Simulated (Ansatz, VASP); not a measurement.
## Re: VASP beside Ansatz

File INCAR:

```
SYSTEM = Re
  PREC = Accurate
  ENCUT = 600
  EDIFF = 1E-6
  ISMEAR = 0
  SIGMA = 0.1
  LREAL = .False.
  LASPH = .True.
  NELM = 100
  ALGO = Fast
  ISIF = 3
  LWAVE = .False.
  LCHARG = .False.
  GGA = PE
  IBRION = 2
  NSW = 100
  EDIFFG = -0.005
```

Contents of KPOINTS:

```
regular mesh
0
Gamma
  18 18 10
  0 0 0
```

File POSCAR:

```
Re
1.0
    2.7653363785      0.0000000000      0.0000000000
   -1.3826681893      2.3948515538      0.0000000000
    0.0000000000      0.0000000000      4.4735766300
Re
2
Direct
    0.3333333300      0.6666666700      0.2500000000
    0.6666666700      0.3333333300      0.7500000000
```

Input for Ansatz:

```yaml
crystal:
  lattice:
    - [2.7653363785, 0.0, 0.0]
    - [-1.3826681893, 2.3948515538, 0.0]
    - [0.0, 0.0, 4.47357663]
  atoms:
    - { symbol: Re, position: [0.33333333, 0.66666667, 0.25] }
    - { symbol: Re, position: [0.66666667, 0.33333333, 0.75] }
basis:
  ecutwfc: 420
kpoints:
  mp_grid: { grid: [18, 18, 10] }
hamiltonian:
  xc: pbe
scf:
  occupations: { method: gaussian, width: 0.1 }
output:
  forces: true
  stress: true
  eigenvalues: true
relax:
  adjacent_minimum: "off"
  f_tol: 0.005
  max_steps: 80
  cell: { stress_tol: 0.05 }
```

Alike in both runs: task relaxation of cell and atoms; functional PBE; k mesh 18 × 18 × 10; occupations gaussian, width 0.1 eV; no spin polarisation.

|  | VASP | Ansatz |
| --- | --- | --- |
| version | VASP 6.6.1 | Ansatz 0.2.0 |
| potentials or method | VASP PAW PBE potentials, release 64 (Re), cutoff 600 eV | scalar-relativistic, plane waves, PAW |
| valence electrons in the cell | 14 | 30 |

```tsv
	VASP	Ansatz	Ansatz less VASP
gap on the k mesh at the Fermi level, each at its own relaxed structure (eV)	none	none	-
relaxed volume (Å³/atom)	14.93	14.95	+0.017
relaxed cell length with the largest relative difference (Å)	4.482	4.484	+0.0023
```

A gap of «none» marks a metal or a gap that the smearing closes. VASP's potentials hold 14 valence electrons a cell and Ansatz's 30, so a difference there can come from the potentials and not from the codes.

Neither program's run includes spin-orbit coupling.
